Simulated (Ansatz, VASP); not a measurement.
**H3C2 in VASP and in Ansatz**

```
C H
1.0
     3.63169    3.27475    0.00000
     3.63169   -3.27475    0.00000
     0.79330    0.00000   -4.06094
C H
4 6
Direct
  0.07870 0.07870 0.91610
  0.92130 0.92130 0.08390
  0.27320 0.27320 0.71900
  0.72680 0.72680 0.28100
  0.27000 0.27000 0.45250
  0.73000 0.73000 0.54750
  0.48540 0.21700 0.77190
  0.78300 0.51460 0.22810
  0.51460 0.78300 0.22810
  0.21700 0.48540 0.77190
```

Alike in both runs: task single point; functional PBE; k mesh 4 × 4 × 5; no spin polarisation.

|  | VASP | Ansatz |
| --- | --- | --- |
| version | VASP 6.6.1 | Ansatz 0.2.0 |
| potentials or method | VASP PAW PBE potentials, release 64 (C, H), cutoff 520 eV | PAW plane waves |
| occupations | fermi-dirac, width 0.1 eV | fermi-dirac |
| valence electrons in the cell | 22 | 22 |

VASP gave:

```
gap on the k mesh at the Fermi level (eV)                     : 4.77
pressure (GPa)                                                : -0.9
traceless stress, the component that is largest in VASP (GPa) : 3.08
rms of the force components (eV/Å)                            : 0.374
```

Q: Estimate Ansatz's values.

A: gap on the k mesh at the Fermi level (eV): 4.76; pressure (GPa): -0.8; traceless stress, the component that is largest in VASP (GPa): 3.14; rms of the force components (eV/Å): 0.361.

Atom by atom the forces differ by 0.022 eV/Å (rms over components).
